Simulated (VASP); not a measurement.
# Ge in VASP: single point with PBEsol

Aim: the single point of Ge with PBEsol.

Everything below comes from runs of VASP 6.6.1. Logs are shortened: lines on timing, memory, paths and dates and some standing lists are left out, and cuts for length are marked.

### Step 1. The cell of the first run

The typed cell holds 2 atoms: a = 3.866 Å, b = 3.866 Å, c = 3.866 Å, α = 97.75°, β = 97.75°, γ = 136.90°.

### Step 2. Single point, PBEsol

INCAR reads:

```
ALGO = Normal ; EDIFF = 1E-7
ENCUT = 520 ; GGA = PS
ISIF = 2 ; ISMEAR = 0
LASPH = T ; LCHARG = F
LREAL = F ; LWAVE = F
NBANDS = 21 ; NELM = 60
PREC = Accurate ; SIGMA = 0.15
```

KPOINTS reads:

```
k-points
0
Gamma
  14 14 14
```

POSCAR reads:

```
Ge
1.0
   -2.5422584550      2.5424388111      1.4198616142
    2.5422993772     -2.5421198878      1.4201009098
    2.5422590006      2.5421464222     -1.4201610888
Ge
2
Direct
    0.1249752463      0.8749756874      0.2499992084
    0.8750247537      0.1250243126      0.7500007916
```

Potentials or basis: VASP PAW PBE potentials, release 64 (Ge_d).

Run with:

```
$ cat potpaw_PBE.64/Ge_d/POTCAR > POTCAR
$ mpirun -np 1 vasp_std > vasp.out
```

OUTCAR:

```text
EDIFF = 1E-7
   ENCUT = 520
   GGA = PS
   ISIF = 2
   ISMEAR = 0
   LASPH = T
   LREAL = F
   NELM = 60
   PREC = Accurate

 ion  position               nearest neighbor table
   1  0.125  0.875  0.250-   2 2.64   2 2.64   2 2.64   2 2.64
   2  0.875  0.125  0.750-   1 2.64   1 2.64   1 2.64   1 2.64

  LATTYP: Found a base centered monoclinic cell.
 ALAT       =     5.8238176597
 B/A-ratio  =     0.8730627700
 C/A-ratio  =     0.4876461984
 COS(beta)  =    -0.4875995767

  Lattice vectors:

 A1 = (   2.5422590006,   2.5421464222,  -1.4201610888)
 A2 = (  -2.5422993772,   2.5421198878,  -1.4201009098)
 A3 = (   0.0000409222,   0.0003189233,   2.8399625240)

Analysis of symmetry for initial positions (statically):
=====================================================================
 Subroutine PRICEL returns:
 Original cell was already a primitive cell.

 Routine SETGRP: Setting up the symmetry group for a
 base centered monoclinic supercell.

 Subroutine GETGRP returns: Found  4 space group operations
 (whereof  4 operations were pure point group operations)
 out of a pool of  4 trial point group operations.

The static configuration has the point symmetry C_2h.

Analysis of symmetry for dynamics (positions and initial velocities):
=====================================================================
 Subroutine PRICEL returns:
 Original cell was already a primitive cell.

 Routine SETGRP: Setting up the symmetry group for a
 base centered monoclinic supercell.

 Subroutine GETGRP returns: Found  4 space group operations
 (whereof  4 operations were pure point group operations)
 out of a pool of  4 trial point group operations.

The dynamic configuration has the point symmetry C_2h.

 Subroutine INISYM returns: Found  4 space group operations
 (whereof  4 operations are pure point group operations),
 and found     1 'primitive' translations

----------------------------------------------------------------------------------------

                                     Primitive cell

  volume of cell :      36.7106

  direct lattice vectors                    reciprocal lattice vectors
    -2.542258455  2.542438811  1.419861614     0.000003141  0.196693614  0.352095234
     2.542299377 -2.542119888  1.420100910     0.196678082  0.000020718  0.352114486
     2.542259001  2.542146422 -1.420161089     0.196672888  0.196672853 -0.000024920

  length of vectors
     3.865628043  3.865533112  3.865546116     0.403310589  0.403319823  0.278137442

  position of ions in fractional coordinates (direct lattice)
     0.124975246  0.874975687  0.249999208
     0.875024754  0.125024313  0.750000792

  ion indices of the primitive-cell ions
   primitive index   ion index
                 1           1
                 2           2

----------------------------------------------------------------------------------------

 KPOINTS: k-points

Automatic generation of k-mesh.
 Grid dimensions read from file:
 generate k-points for:   14   14   14

 Generating k-lattice:

  Cartesian coordinates                     Fractional coordinates (reciprocal lattice)
     0.000000224  0.014049544  0.025149660     0.071428571 -0.000000000  0.000000000
     0.014048434  0.000001480  0.025151035     0.000000000  0.071428571  0.000000000
     0.014048063  0.014048061 -0.000001780    -0.000000000  0.000000000  0.071428571

  Length of vectors
     0.028807899  0.028808559  0.019866960

  Shift w.r.t. Gamma in fractional coordinates (k-lattice)
     0.000000000  0.000000000  0.000000000

 Subroutine IBZKPT returns following result:
 ===========================================

 Found    744 irreducible k-points:

 Following reciprocal coordinates:
            Coordinates               Weight
  0.000000  0.000000  0.000000      1.000000
  0.071429 -0.000000  0.000000      2.000000
  0.142857  0.000000  0.000000      2.000000
  0.214286 -0.000000  0.000000      2.000000
  0.285714 -0.000000  0.000000      2.000000
  0.357143 -0.000000  0.000000      2.000000
[... 16 lines left out ...]
  0.000000  0.142857 -0.000000      4.000000
  0.071429  0.142857 -0.000000      4.000000
 [... further k-points ...]
   k-points           NKPTS =    744   k-points in BZ     NKDIM =    744   number of bands    NBANDS=     21
   number of dos      NEDOS =    301   number of ions     NIONS =      2
   total plane-waves  NPLWV =  27000
   dimension x,y,z NGX =    30 NGY =   30 NGZ =   30
   dimension x,y,z NGXF=    60 NGYF=   60 NGZF=   60
   ions per type =               2
   NGX,Y,Z   is equivalent  to a cutoff of  12.90, 12.90, 12.90 a.u.
   NGXF,Y,Z  is equivalent  to a cutoff of  25.80, 25.80, 25.80 a.u.
 SYSTEM =  unknown system
   PREC   = accura    normal or accurate (medium, high low for compatibility)
   ISTART =      0    job   : 0-new  1-cont  2-samecut
   ICHARG =      2    charge: 1-file 2-atom 10-const
   ISPIN  =      1    spin polarized calculation?
   LNONCOLLINEAR =      F non collinear calculations
   LSORBIT =      F    spin-orbit coupling
   LASPH  =      T    aspherical Exc in radial PAW
   ENCUT  =  520.0 eV  38.22 Ry    6.18 a.u.   7.19  7.19  7.19*2*pi/ulx,y,z
   NELM   =     60;   NELMIN=  2; NELMDL= -5     # of ELM steps
   EDIFF  = 0.1E-06   stopping-criterion for ELM
   LREAL  =      F    real-space projection
   EDIFFG = 0.1E-05   stopping-criterion for IOM
   NSW    =      0    number of steps for IOM
   IBRION =     -1    ionic relax: 0-MD 1-quasi-New 2-CG
   NFREE  =      0    steps in history (QN), initial steepest desc. (CG)
   ISIF   =      2    stress and relaxation
   ISYM   =      2    0-nonsym 1-usesym 2-fastsym
   POTIM  = 0.5000    time-step for ionic-motion
   TEBEG  =    0.0;   TEEND  =   0.0 temperature during run
   PSTRESS=    0.0 pullay stress
   NELECT =      28.0000    total number of electrons
   NUPDOWN=      -1.0000    fix difference up-down
   EMIN   =  10.00;   EMAX   =-10.00  energy-range for DOS
   EFERMI =   0.00;   METHOD = LEGACY
   ISMEAR =     0;   SIGMA  =   0.15  broadening in eV -4-tet -1-fermi 0-gaus
   EFERMI_NEDOS =   21; number of points for ismear=-14 and -15
   IALGO  =     38    algorithm
   IMIX   =      4    mixing-type and parameters
     AMIX     =   0.40;   BMIX     =  1.00
     AMIX_MAG =   1.60;   BMIX_MAG =  1.00
  volume/ion in A,a.u.               =      18.36       123.87
  Fermi-wavevector in a.u.,A,eV,Ry     =   1.495766  2.826588 30.440539  2.237316
  Thomas-Fermi vector in A             =   2.607869
   LORBIT       =      0    0 simple, 1 ext, 2 COOP (PROOUT), +10 PAW based schemes
   GGA     = PS    functional components
   LHFCALC =     F    Hartree Fock is set to
   AEXX    =    0.0000 exact exchange contribution
   IVDW    =     0    specifies the selected vdW correction
   LEPSILON=     F    determine dielectric tensor
   LRPA    =     F    only Hartree local field effects (RPA)
 non-spin polarized calculation
 Gauss-broadening in eV      SIGMA  =   0.15
  energy-cutoff  :      520.00
  volume of cell :       36.71
 maximum number of plane-waves:      1002
 NGX is ok and might be reduce to    30
   NGX = 15   NGY = 15   NGZ = 15

 number of electron      27.9999999 magnetization

 Free energy of the ion-electron system (eV)
  ---------------------------------------------------
  ext. energy  EPLUGINS =         0.00000000
  ---------------------------------------------------
  free energy    TOTEN  =        -9.53982298 eV

  energy without entropy =       -9.53089390  energy(sigma->0) =       -9.53535844

 E-fermi :   6.7385     XC(G=0): -11.5157

 val. band max:        6.7365202464   @ k =   0.1429   0.2857   0.0000
 cond. band min:       6.7446093127   @ k =   0.0000   0.4286   0.2143
 fundamental gap:      0.0080890663
 Fermi energy:         6.7385001258

 k-point     1 :       0.0000    0.0000    0.0000
  band No.  band energies     occupation
      1     -17.9301      2.00000
      2     -17.8639      2.00000
      3     -17.8501      2.00000
      4     -17.8302      2.00000
      5     -17.7415      2.00000
      6     -17.7414      2.00000
[... 13 lines left out ...]
     20      18.7106      0.00000
     21      19.4336      0.00000

 k-point     2 :       0.0714   -0.0000    0.0000
  band No.  band energies     occupation
      1     -17.9280      2.00000
      2     -17.8582      2.00000
      3     -17.8473      2.00000
      4     -17.8232      2.00000
      5     -17.7464      2.00000
      6     -17.7454      2.00000
[... 13 lines left out ...]
     20      18.4712      0.00000
     21      19.0659      0.00000

 k-point     3 :       0.1429    0.0000    0.0000
  band No.  band energies     occupation
      1     -17.9218      2.00000
      2     -17.8433      2.00000
      3     -17.8395      2.00000
      4     -17.8066      2.00000
      5     -17.7573      2.00000
      6     -17.7495      2.00000
[... 13 lines left out ...]
     20      17.1167      0.00000
     21      17.8390      0.00000

 k-point     4 :       0.2143   -0.0000    0.0000
  band No.  band energies     occupation
      1     -17.9123      2.00000
      2     -17.8286      2.00000
      3     -17.8260      2.00000
      4     -17.7937      2.00000
      5     -17.7703      2.00000
      6     -17.7438      2.00000
[... 13 lines left out ...]
     20      15.9690      0.00000
     21      17.6753      0.00000

 k-point     5 :       0.2857   -0.0000    0.0000
  band No.  band energies     occupation
      1     -17.9019      2.00000
      2     -17.8188      2.00000
      3     -17.8150      2.00000
      4     -17.7960      2.00000
      5     -17.7802      2.00000
      6     -17.7512      2.00000
[... 13 lines left out ...]
     20      15.1694      0.00000
     21      18.2052      0.00000
[... 382 lines left out ...]
     20      18.5174      0.00000
     21      18.9897      0.00000

 k-point    22 :      -0.0714    0.0714   -0.0000
  band No.  band energies     occupation
      1     -17.9273      2.00000
      2     -17.8648      2.00000
      3     -17.8474      2.00000
      4     -17.8325      2.00000
      5     -17.7428      2.00000
      6     -17.7393      2.00000
[... 13 lines left out ...]
     20      19.0442      0.00000
     21      19.2142      0.00000

 k-point    23 :       0.0000    0.1429   -0.0000
  band No.  band energies     occupation
      1     -17.9218      2.00000
      2     -17.8433      2.00000
      3     -17.8395      2.00000
      4     -17.8066      2.00000
      5     -17.7573      2.00000
      6     -17.7495      2.00000
[... 13 lines left out ...]
     20      17.1162      0.00000
     21      17.8393      0.00000

 k-point    24 :       0.0714    0.1429   -0.0000
  band No.  band energies     occupation
      1     -17.9165      2.00000
      2     -17.8324      2.00000
      3     -17.8232      2.00000
      4     -17.7859      2.00000
      5     -17.7685      2.00000
      6     -17.7554      2.00000
[... 13 lines left out ...]
     20      16.1019      0.00000
     21      17.0839      0.00000

 [... further k-points ...]

------------------------ aborting loop because EDIFF is reached ----------------------------------------

  FORCE on cell =-STRESS in cart. coord.  units (eV):
  Direction    XX          YY          ZZ          XY          YZ          ZX
  --------------------------------------------------------------------------------------
  -------------------------------------------------------------------------------------
  Total       -0.0136303     -0.0147433     -0.0044153     -0.0000001     -0.0005712      0.0000001
  in kB       -0.5948742     -0.6434497     -0.1927003     -0.0000035     -0.0249275      0.0000043
  external PRESSURE =      -0.4770081 kB  Pullay stress =       0.0000000 kB

 VOLUME and BASIS-vectors are now :
 -----------------------------------------------------------------------------
  energy-cutoff  :      520.00
  volume of cell :       36.71
      direct lattice vectors                 reciprocal lattice vectors
    -2.542258455  2.542438811  1.419861614     0.000003141  0.196693614  0.352095234
     2.542299377 -2.542119888  1.420100910     0.196678082  0.000020718  0.352114486
     2.542259001  2.542146422 -1.420161089     0.196672888  0.196672853 -0.000024920

 POSITION                                       TOTAL-FORCE (eV/Angst)
 -----------------------------------------------------------------------------------
      2.54229     -1.27102      1.06496         0.000000      0.000107      0.000118
      0.00001      3.81348      0.35484        -0.000000     -0.000107     -0.000118
 -----------------------------------------------------------------------------------
    total drift:                                0.000000      0.000000     -0.000000

  FREE ENERGIE OF THE ION-ELECTRON SYSTEM (eV)
  ---------------------------------------------------
  free  energy   TOTEN  =        -9.5398229838 eV

  energy  without entropy=       -9.5308939041  energy(sigma->0) =       -9.53535844
```

Wall time 3.4 min (1 thread of Intel Xeon 6975P-C (Granite Rapids), shared host); peak memory 0.53 GiB.

Results:

| Quantity | Value |
| --- | --- |
| Free energy | -9.5398 eV |
| Pressure | 0.0 GPa |
| Band gap on the k mesh | zero (bands 14 and 15 overlap by 5.28 eV) |

Levels at points of the mesh, in eV from the Fermi level:
```
           k point  band 12  band 13  band 14  band 15  band 16  band 17
(0.00, 0.00, 0.00)    -3.66    -2.22    -2.22     3.37     7.74     7.92
(0.50, 0.00, 0.00)    -6.53    -2.57    -1.90    -1.50     2.42     3.66
(0.00, 0.50, 0.00)    -6.53    -2.57    -1.90    -1.50     2.42     3.66
(0.50, 0.50, 0.00)   -10.54     0.79     0.79     2.23     2.23     7.07
(0.00, 0.50, 0.50)    -6.53    -2.57    -1.90    -1.50     2.42     3.66
(0.50, 0.50, 0.50)    -8.73    -5.94    -5.94     5.58     5.59    11.52
```

Caveat: the PAW data sets were made with another functional, which shifts forces and pressure a little.
